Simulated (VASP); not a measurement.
Zn4Se3S, 8 atoms in the cell. It takes space group P-43m (No. 215, cubic). The conventional cell has a = 5.543 Å, b = 5.543 Å, c = 5.543 Å, α = 90.00°, β = 90.00°, γ = 90.00°. Within 3.1 Å of S (site symmetry -43m) lie 4 Zn at 2.34 Å. Within 3.1 Å of Zn (site symmetry 3m) lie 1 S at 2.34 Å and 3 Se at 2.42 Å. Within 3.2 Å of Se (site symmetry -42m) lie 4 Zn at 2.42 Å. 

```yaml
Program: VASP 6.6.1
Task: single point
Functional: PBE
Potentials_or_basis: VASP PAW PBE potentials, release 64 (S, Zn, Se)
Cutoff: 520 eV
k_mesh: 4 × 4 × 4
Occupations: gaussian, width 0.01 eV
Spin: no spin polarisation
Dipole_correction: no
Further_INCAR_settings: ALGO = Normal; EDIFF = 1e-06; NBANDS = 46
```

Potentials or basis: VASP PAW PBE potentials, release 64 (S, Zn, Se).

Launch:

```bash
$ cat potpaw_PBE.64/S/POTCAR potpaw_PBE.64/Zn/POTCAR potpaw_PBE.64/Se/POTCAR > POTCAR
$ mpirun -np 1 vasp_std > vasp.out
```

Hardware: 1 thread of Intel Xeon 8259CL, on a shared host.

Problem. How long does it take, and how much memory?

Solution. It took 87 s on 1 thread of Intel Xeon 8259CL, on a shared host, peak memory 0.28 GiB. Counts: scf iterations 15, k points 10.
